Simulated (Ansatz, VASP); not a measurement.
**One calculation of V, two programs**

The input INCAR:

```
SYSTEM = V
PREC = Accurate
ENCUT = 520
EDIFF = 1E-6
ISMEAR = 1
SIGMA = 1.0
LREAL = .False.
LASPH = .True.
NELM = 80
ALGO = Normal
ISIF = 2
LWAVE = .False.
LCHARG = .False.
GGA = PE
NBANDS = 12
```

KPOINTS

```
regular mesh
0
Gamma
  15 15 15
  0 0 0
```

The input POSCAR:

```
V
1.0
   -1.4991761207      1.4991761207      1.4991761207
    1.4991761207     -1.4991761207      1.4991761207
    1.4991761207      1.4991761207     -1.4991761207
V
1
Direct
    0.0000000000      0.0000000000      0.0000000000
```

Input for Ansatz:

```yaml
crystal:
  lattice:
    - [-1.4991761207, 1.4991761207, 1.4991761207]
    - [1.4991761207, -1.4991761207, 1.4991761207]
    - [1.4991761207, 1.4991761207, -1.4991761207]
  atoms:
    - { symbol: V, position: [0.0, 0.0, 0.0] }
hamiltonian:
  xc: pbe
  pseudopotentials:
    kind: paw
    azcp:
      V: "pseudopotentials/V.paw.azcp"
basis:
  ecutwfc: 420
  fft_grid_basis: typed
kpoints:
  mp_grid: { grid: [15, 15, 15], shift: [0, 0, 0] }
magnetization:
  spin_polarized: false
scf:
  occupations: { method: cold, width: 1.0 }
  lower_state_search: "off"
output:
  stress: true
```

Alike in both runs: task single point; functional PBE; k mesh 15 × 15 × 15; no spin polarisation.

|  | VASP | Ansatz |
| --- | --- | --- |
| version | VASP 6.6.1 | Ansatz 0.2.0 |
| potentials or method | VASP PAW PBE potentials, release 64 (V_sv), cutoff 520 eV | plane waves (420 eV) with PAW, scalar-relativistic |
| occupations | methfessel-paxton of order 1, width 1 eV | cold, width 1 eV |
| valence electrons in the cell | 13 | 13 |

VASP gave:

| Property | Result |
| --- | --- |
| pressure (GPa) | 0.0 |

Estimate Ansatz's values.

pressure (GPa): -0.3.
